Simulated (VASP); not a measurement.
Wanted: the native input for a VASP 6.6.1 run.

```
Task                   : single point
Functional             : PBE
Potentials or basis    : VASP PAW PBE potentials, release 64 (Ba_sv, Ti_sv, O)
Cutoff                 : 520 eV
k mesh                 : 8 × 8 × 8
Occupations            : fermi-dirac, width 0.05 eV
Spin                   : no spin polarisation
Dipole correction      : no
Further INCAR settings : ALGO = Normal; EDIFF = 1e-06; NBANDS = 28
```

The structure of BaTiO3 lies in POSCAR:

```
BaTiO3
1.0
    3.9973363099      0.0000000000      0.0000000000
    0.0000000000      2.8464754845      2.8552545545
    0.0000000000     -2.8464754845      2.8552545545
Ba Ti O
1 1 3
Direct
    0.0000000000      0.0000000000      0.0000000000
    0.5000000000      0.5079000000      0.5079000000
    0.0000000000      0.4921000000      0.4921000000
    0.5000000000      0.5025100000      0.9937100000
    0.5000000000      0.9937100000      0.5025100000
```

This cell differs from its parent crystal: volume scaled by 1.01.

These files were run (other wordings do the same):

INCAR

```
SYSTEM = BaTiO3
PREC = Accurate
ENCUT = 520
EDIFF = 1E-6
ISMEAR = -1
SIGMA = 0.05
LREAL = .False.
LASPH = .True.
NELM = 80
ALGO = Normal
ISIF = 2
LWAVE = .False.
LCHARG = .False.
GGA = PE
NBANDS = 28
```

KPOINTS

```
regular mesh
0
Gamma
  8 8 8
  0 0 0
```

Potentials or basis: VASP PAW PBE potentials, release 64 (Ba_sv, Ti_sv, O).

Command:

```bash
$ cat potpaw_PBE.64/Ba_sv/POTCAR potpaw_PBE.64/Ti_sv/POTCAR potpaw_PBE.64/O/POTCAR > POTCAR
$ mpirun -np 1 vasp_std > vasp.out
```

Results of the run:

| Quantity | Value |
| --- | --- |
| Pressure | 2.0 GPa |
| Largest force | 0.212 eV/Å |
| Band gap on the k mesh | 1.77 eV, indirect (least direct gap 1.96 eV) |

Caveat: spin-orbit coupling is left out, which moves the levels of the heavy elements.

It took 81 s on 1 thread of Intel(R) Xeon(R) 6975P-C (Granite Rapids), with other jobs on the host, peak memory 0.3 GiB.
